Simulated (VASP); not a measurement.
# PbSe (Fm-3m) in VASP: a series of runs

The runs below take PbSe through single point, with PBEsol-based global hybrid with 25 % exact exchange.

All numbers are computed with VASP 6.6.1; they aren't measurements. Logs are shortened: lines on timing, memory, paths and dates and some standing lists are left out, and cuts for length are marked.

## Step 1: The cell of the first run

The structure is cubic, space group Fm-3m (No. 225). The conventional cell has a = 6.202 Å, b = 6.202 Å, c = 6.202 Å, α = 90.00°, β = 90.00°, γ = 90.00°. Within 4.1 Å of Pb (site symmetry m-3m) lie 6 Se at 3.10 Å. Within 4.1 Å of Se (site symmetry m-3m) lie 6 Pb at 3.10 Å.

## Step 2: Single point, PBEsol-based global hybrid with 25 % exact exchange

POSCAR reads:

```
PbSe
1.0
    0.0000000000      3.1009263293      3.1009263293
    3.1009263293      0.0000000000      3.1009263293
    3.1009263293      3.1009263293      0.0000000000
Pb Se
1 1
Direct
    0.0000000000      0.0000000000      0.0000000000
    0.5000000000      0.5000000000      0.5000000000
```

INCAR.step1 reads:

```
SYSTEM = PbSe
PREC = Accurate
ENCUT = 520
EDIFF = 1E-5
ISMEAR = -1
SIGMA = 0.05
LREAL = .FALSE.
LASPH = .TRUE.
NELM = 60
ALGO = Normal
ISIF = 2
LWAVE = .TRUE.
LCHARG = .FALSE.
GGA = PE
NBANDS = 17
```

INCAR.step2 reads:

```
SYSTEM = PbSe
PREC = Accurate
ENCUT = 520
EDIFF = 1E-6
ISMEAR = -1
SIGMA = 0.05
LREAL = .FALSE.
LASPH = .TRUE.
NELM = 60
ALGO = Normal
ISIF = 2
LWAVE = .FALSE.
LCHARG = .FALSE.
GGA = PS
LHFCALC = .TRUE.
AEXX = 0.25
PRECFOCK = Normal
ISTART = 1
NBANDS = 17
```

KPOINTS reads:

```
Automatic mesh
0
G
  4 4 4
  0 0 0
```

Potentials or basis: VASP PAW PBE potentials, release 64 (Pb_d, Se).

Launch:

```sh
$ cat potpaw_PBE.64/Pb_d/POTCAR potpaw_PBE.64/Se/POTCAR > POTCAR
$ cp INCAR.step1 INCAR
$ mpirun -np 1 vasp_std > vasp.out
$ cp INCAR.step2 INCAR
$ mpirun -np 1 vasp_std > vasp.out
```

OUTCAR:

```text
SYSTEM = PbSe
   PREC = Accurate
   ENCUT = 520
   EDIFF = 1E-6
   ISMEAR = -1
   LREAL = .FALSE.
   LASPH = .TRUE.
   NELM = 60
   ISIF = 2
   GGA = PS
   LHFCALC = .TRUE.
   AEXX = 0.25
   PRECFOCK = Normal
   ISTART = 1

 ion  position               nearest neighbor table
   1  0.000  0.000  0.000-   2 3.10   2 3.10   2 3.10   2 3.10   2 3.10   2 3.10
   2  0.500  0.500  0.500-   1 3.10   1 3.10   1 3.10   1 3.10   1 3.10   1 3.10

  LATTYP: Found a face centered cubic cell.
 ALAT       =     6.2018526586

  Lattice vectors:

 A1 = (   0.0000000000,   3.1009263293,   3.1009263293)
 A2 = (   3.1009263293,   0.0000000000,   3.1009263293)
 A3 = (   3.1009263293,   3.1009263293,   0.0000000000)

Analysis of symmetry for initial positions (statically):
=====================================================================
 Subroutine PRICEL returns:
 Original cell was already a primitive cell.

 Routine SETGRP: Setting up the symmetry group for a
 face centered cubic supercell.

 Subroutine GETGRP returns: Found 48 space group operations
 (whereof 48 operations were pure point group operations)
 out of a pool of 48 trial point group operations.

The static configuration has the point symmetry O_h .

Analysis of symmetry for dynamics (positions and initial velocities):
=====================================================================
 Subroutine PRICEL returns:
 Original cell was already a primitive cell.

 Routine SETGRP: Setting up the symmetry group for a
 face centered cubic supercell.

 Subroutine GETGRP returns: Found 48 space group operations
 (whereof 48 operations were pure point group operations)
 out of a pool of 48 trial point group operations.

The dynamic configuration has the point symmetry O_h .

 Subroutine INISYM returns: Found 48 space group operations
 (whereof 48 operations are pure point group operations),
 and found     1 'primitive' translations

----------------------------------------------------------------------------------------

                                     Primitive cell

  volume of cell :      59.6354

  direct lattice vectors                    reciprocal lattice vectors
     0.000000000  3.100926329  3.100926329    -0.161242141  0.161242141  0.161242141
     3.100926329  0.000000000  3.100926329     0.161242141 -0.161242141  0.161242141
     3.100926329  3.100926329  0.000000000     0.161242141  0.161242141 -0.161242141

  length of vectors
     4.385372071  4.385372071  4.385372071     0.279279580  0.279279580  0.279279580

  position of ions in fractional coordinates (direct lattice)
     0.000000000  0.000000000  0.000000000
     0.500000000  0.500000000  0.500000000

  ion indices of the primitive-cell ions
   primitive index   ion index
                 1           1
                 2           2

----------------------------------------------------------------------------------------

 KPOINTS: Automatic mesh

Automatic generation of k-mesh.
 Grid dimensions read from file:
 generate k-points for:    4    4    4

 Generating k-lattice:

  Cartesian coordinates                     Fractional coordinates (reciprocal lattice)
    -0.040310535  0.040310535  0.040310535     0.250000000  0.000000000  0.000000000
     0.040310535 -0.040310535  0.040310535     0.000000000  0.250000000  0.000000000
     0.040310535  0.040310535 -0.040310535     0.000000000  0.000000000  0.250000000

  Length of vectors
     0.069819895  0.069819895  0.069819895

  Shift w.r.t. Gamma in fractional coordinates (k-lattice)
     0.000000000  0.000000000  0.000000000

 Subroutine IBZKPT returns following result:
 ===========================================

 Found      8 irreducible k-points:

 Following reciprocal coordinates:
            Coordinates               Weight
  0.000000  0.000000  0.000000      1.000000
  0.250000  0.000000  0.000000      8.000000
  0.500000  0.000000  0.000000      4.000000
  0.250000  0.250000  0.000000      6.000000
  0.500000  0.250000  0.000000     24.000000
 -0.250000  0.250000  0.000000     12.000000
  0.500000  0.500000  0.000000      3.000000
 -0.250000  0.500000  0.250000      6.000000
   k-points           NKPTS =      8   k-points in BZ     NKDIM =     64   number of bands    NBANDS=     17
   number of dos      NEDOS =    301   number of ions     NIONS =      2
   total plane-waves  NPLWV =  46656
   dimension x,y,z NGX =    36 NGY =   36 NGZ =   36
   dimension x,y,z NGXF=    72 NGYF=   72 NGZF=   72
   ions per type =               1   1
   NGX,Y,Z   is equivalent  to a cutoff of  13.65, 13.65, 13.65 a.u.
   NGXF,Y,Z  is equivalent  to a cutoff of  27.29, 27.29, 27.29 a.u.
 SYSTEM =  PbSe
   PREC   = accura    normal or accurate (medium, high low for compatibility)
   ISTART =      1    job   : 0-new  1-cont  2-samecut
   ICHARG =      0    charge: 1-file 2-atom 10-const
   ISPIN  =      1    spin polarized calculation?
   LNONCOLLINEAR =      F non collinear calculations
   LSORBIT =      F    spin-orbit coupling
   LASPH  =      T    aspherical Exc in radial PAW
   ENCUT  =  520.0 eV  38.22 Ry    6.18 a.u.   8.15  8.15  8.15*2*pi/ulx,y,z
   NELM   =     60;   NELMIN=  2; NELMDL=  0     # of ELM steps
   EDIFF  = 0.1E-05   stopping-criterion for ELM
   LREAL  =      F    real-space projection
   EDIFFG = 0.1E-04   stopping-criterion for IOM
   NSW    =      0    number of steps for IOM
   IBRION =     -1    ionic relax: 0-MD 1-quasi-New 2-CG
   NFREE  =      0    steps in history (QN), initial steepest desc. (CG)
   ISIF   =      2    stress and relaxation
   ISYM   =      3    0-nonsym 1-usesym 2-fastsym
   POTIM  = 0.5000    time-step for ionic-motion
   TEBEG  =    0.0;   TEEND  =   0.0 temperature during run
   PSTRESS=    0.0 pullay stress
   NELECT =      20.0000    total number of electrons
   NUPDOWN=      -1.0000    fix difference up-down
   EMIN   =  10.00;   EMAX   =-10.00  energy-range for DOS
   EFERMI =   0.00;   METHOD = LEGACY
   ISMEAR =    -1;   SIGMA  =   0.05  broadening in eV -4-tet -1-fermi 0-gaus
   EFERMI_NEDOS =   21; number of points for ismear=-14 and -15
   IALGO  =     38    algorithm
   IMIX   =      1    mixing-type and parameters
     AMIX     =   0.40;   BMIX     =  1.00
     AMIX_MAG =   1.60;   BMIX_MAG =  1.00
  volume/ion in A,a.u.               =      29.82       201.22
  Fermi-wavevector in a.u.,A,eV,Ry     =   1.137409  2.149392 17.601851  1.293700
  Thomas-Fermi vector in A             =   2.274114
   LORBIT       =      0    0 simple, 1 ext, 2 COOP (PROOUT), +10 PAW based schemes
   GGA     = PS    functional components
   LHFCALC =     T    Hartree Fock is set to
   PRECFOCK=normal    Normal, Fast or Accurate (Low or Medium for compatibility)
   ENCUT4O =  -1.0   cutoff for four orbital integrals eV
   NKREDX  =     1    reduce k-point grid by
   NKREDY  =     1    reduce k-point grid by
   NKREDZ  =     1    reduce k-point grid by
   AEXX    =    0.2500 exact exchange contribution
   HFSCREEN=    0.0000 screening length (either q_TF or 0.3 A-1)
   HFSCREENC=   0.0000 screening length for correlation (either q_TF or 0.3 A-1)
   ENCUTFOCK=  -1.0 apply spherical cutoff to Coloumb kernel
   IVDW    =     0    specifies the selected vdW correction
   LEPSILON=     F    determine dielectric tensor
   LRPA    =     F    only Hartree local field effects (RPA)
 non-spin polarized calculation
  energy-cutoff  :      520.00
  volume of cell :       59.64
 maximum number of plane-waves:      1639
 NGX is ok and might be reduce to    36
  NGX = 28; NGY = 28; NGZ = 28

 number of electron      20.0000002 magnetization

 Free energy of the ion-electron system (eV)
  ---------------------------------------------------
  ext. energy  EPLUGINS =         0.00000000
  ---------------------------------------------------
  free energy    TOTEN  =       -11.26149455 eV

  energy without entropy =      -11.26149444  energy(sigma->0) =      -11.26149449

 E-fermi :   4.5090     XC(G=0):  -7.5464

 val. band max:        3.7928002770   @ k =   0.5000   0.0000   0.0000
 cond. band min:       5.2252482056   @ k =   0.5000   0.0000   0.0000
 fundamental gap:      1.4324479286
 Fermi energy:         4.5090466838

 k-point     1 :       0.0000    0.0000    0.0000
  band No.  band energies     occupation
      1     -14.7568      2.00000
      2     -14.7568      2.00000
      3     -14.7505      2.00000
      4     -14.7505      2.00000
      5     -14.7505      2.00000
      6     -10.9518      2.00000
      7      -2.9857      2.00000
      8       1.7997      2.00000
      9       1.7997      2.00000
     10       1.7997      2.00000
     11       9.9030      0.00000
     12       9.9030      0.00000
     13       9.9030      0.00000
     14      11.7342      0.00000
     15      11.7342      0.00000
     16      11.7342      0.00000
     17      13.3307      0.00000

 k-point     2 :       0.2500    0.0000    0.0000
  band No.  band energies     occupation
      1     -14.7683      2.00000
      2     -14.7683      2.00000
      3     -14.7492      2.00000
      4     -14.7371      2.00000
      5     -14.7371      2.00000
      6     -10.4934      2.00000
      7      -4.3541      2.00000
      8       1.9724      2.00000
      9       1.9724      2.00000
     10       2.7510      2.00000
     11       7.1312      0.00000
     12       7.9882      0.00000
     13       7.9882      0.00000
     14      11.6883      0.00000
     15      13.0026      0.00000
     16      13.0026      0.00000
     17      16.3497      0.00000

 k-point     3 :       0.5000    0.0000    0.0000
  band No.  band energies     occupation
      1     -14.7805      2.00000
      2     -14.7805      2.00000
      3     -14.7485      2.00000
      4     -14.7230      2.00000
      5     -14.7230      2.00000
      6      -9.8596      2.00000
      7      -5.6631      2.00000
      8       2.2134      2.00000
      9       2.2134      2.00000
     10       3.7928      2.00000
     11       5.2252      0.00000
     12       6.7214      0.00000
     13       6.7214      0.00000
     14      13.7125      0.00000
     15      15.4504      0.00000
     16      15.6112      0.00000
     17      15.6112      0.00000

 k-point     4 :       0.2500    0.2500    0.0000
  band No.  band energies     occupation
      1     -14.8015      2.00000
      2     -14.7584      2.00000
      3     -14.7486      2.00000
      4     -14.7318      2.00000
      5     -14.7318      2.00000
      6     -10.3275      2.00000
      7      -4.1389      2.00000
      8       1.0294      2.00000
      9       1.0294      2.00000
     10       2.1157      2.00000
     11       7.3814      0.00000
     12       9.6603      0.00000
     13       9.9562      0.00000
     14       9.9562      0.00000
     15      14.5988      0.00000
     16      14.9237      0.00000
     17      14.9245      0.00000

 k-point     5 :       0.5000    0.2500    0.0000
  band No.  band energies     occupation
      1     -14.8241      2.00000
      2     -14.7593      2.00000
      3     -14.7515      2.00000
      4     -14.7261      2.00000
      5     -14.7188      2.00000
      6      -9.6910      2.00000
      7      -5.0182      2.00000
      8      -0.0210      2.00000
      9       1.0862      2.00000
     10       1.5591      2.00000
     11       7.9572      0.00000
     12       8.7806      0.00000
     13       9.5599      0.00000
     14      11.0796      0.00000
     15      15.3702      0.00000
     16      16.1492      0.00000
     17      16.7099      0.00000

 k-point     6 :      -0.2500    0.2500    0.0000
  band No.  band energies     occupation
      1     -14.7920      2.00000
      2     -14.7728      2.00000
      3     -14.7414      2.00000
      4     -14.7324      2.00000
      5     -14.7303      2.00000
      6      -9.9096      2.00000
      7      -5.0551      2.00000
      8       0.0528      2.00000
      9       2.0836      2.00000
     10       3.0418      2.00000
     11       6.3176      0.00000
     12       7.2036      0.00000
     13       9.6210      0.00000
     14      13.2292      0.00000
     15      13.4039      0.00000
     16      14.7546      0.00000
     17      15.6794      0.00000

 k-point     7 :       0.5000    0.5000    0.0000
  band No.  band energies     occupation
      1     -14.8715      2.00000
      2     -14.7662      2.00000
      3     -14.7405      2.00000
      4     -14.7120      2.00000
      5     -14.7120      2.00000
      6      -9.4973      2.00000
      7      -4.1182      2.00000
      8      -1.5358      2.00000
      9       0.3556      2.00000
     10       0.3556      2.00000
     11       8.7646      0.00000
     12      10.8335      0.00000
     13      10.8335      0.00000
     14      11.2822      0.00000
     15      16.7073      0.00000
     16      16.7830      0.00000
     17      18.1494      0.00000

 k-point     8 :      -0.2500    0.5000    0.2500
  band No.  band energies     occupation
      1     -14.8392      2.00000
      2     -14.7596      2.00000
      3     -14.7400      2.00000
      4     -14.7400      2.00000
      5     -14.7120      2.00000
      6      -9.4660      2.00000
      7      -4.7994      2.00000
      8      -0.7197      2.00000
      9      -0.7197      2.00000
     10       2.9575      2.00000
     11       6.9036      0.00000
     12      10.1402      0.00000
     13      10.1402      0.00000
     14      12.9634      0.00000
     15      12.9634      0.00000
     16      17.1270      0.00000
     17      17.9988      0.00000

------------------------ aborting loop because EDIFF is reached ----------------------------------------

  FORCE on cell =-STRESS in cart. coord.  units (eV):
  Direction    XX          YY          ZZ          XY          YZ          ZX
  --------------------------------------------------------------------------------------
  -------------------------------------------------------------------------------------
  Total       -1.0403343     -1.0403343     -1.0403343      0.0000000      0.0000000      0.0000000
  in kB      -27.9498298    -27.9498298    -27.9498298      0.0000000      0.0000000      0.0000000
  external PRESSURE =     -27.9498298 kB  Pullay stress =       0.0000000 kB

 VOLUME and BASIS-vectors are now :
 -----------------------------------------------------------------------------
  energy-cutoff  :      520.00
  volume of cell :       59.64
      direct lattice vectors                 reciprocal lattice vectors
     0.000000000  3.100926329  3.100926329    -0.161242141  0.161242141  0.161242141
     3.100926329  0.000000000  3.100926329     0.161242141 -0.161242141  0.161242141
     3.100926329  3.100926329  0.000000000     0.161242141  0.161242141 -0.161242141

 POSITION                                       TOTAL-FORCE (eV/Angst)
 -----------------------------------------------------------------------------------
      0.00000      0.00000      0.00000        -0.000000     -0.000000     -0.000000
      3.10093      3.10093      3.10093         0.000000      0.000000      0.000000
 -----------------------------------------------------------------------------------
    total drift:                               -0.000000     -0.000001     -0.000000

  FREE ENERGIE OF THE ION-ELECTRON SYSTEM (eV)
  ---------------------------------------------------
  free  energy   TOTEN  =       -11.2614945515 eV

  energy  without entropy=      -11.2614944364  energy(sigma->0) =      -11.26149449
```

Wall time 26 min (1 thread of Intel Xeon 8259CL, shared host); peak memory 0.22 GiB.

What came out:

```yaml
Free_energy: -11.2615 eV
Pressure: -2.8 GPa
Band_gap_on_the_k_mesh: 1.43 eV
```

Levels at points of the mesh, in eV from the valence-band top:
```
           k point  band 6  band 7  band 8  band 9  band 10  band 11  band 12  band 13  band 14  band 15
(0.00, 0.00, 0.00)  -14.74   -6.78   -1.99   -1.99    -1.99     6.11     6.11     6.11     7.94     7.94
(0.50, 0.00, 0.00)  -13.65   -9.46   -1.58   -1.58     0.00     1.43     2.93     2.93     9.92    11.66
(0.50, 0.50, 0.00)  -13.29   -7.91   -5.33   -3.44    -3.44     4.97     7.04     7.04     7.49    12.91
```

Caveat: the k points lie up to 0.44 Å⁻¹ apart; the PAW data sets were made with another functional, which shifts forces and pressure a little; spin-orbit coupling is left out, which moves the levels of the heavy elements. A k mesh can miss the band edges.

(Continued in part 2 of 2.)
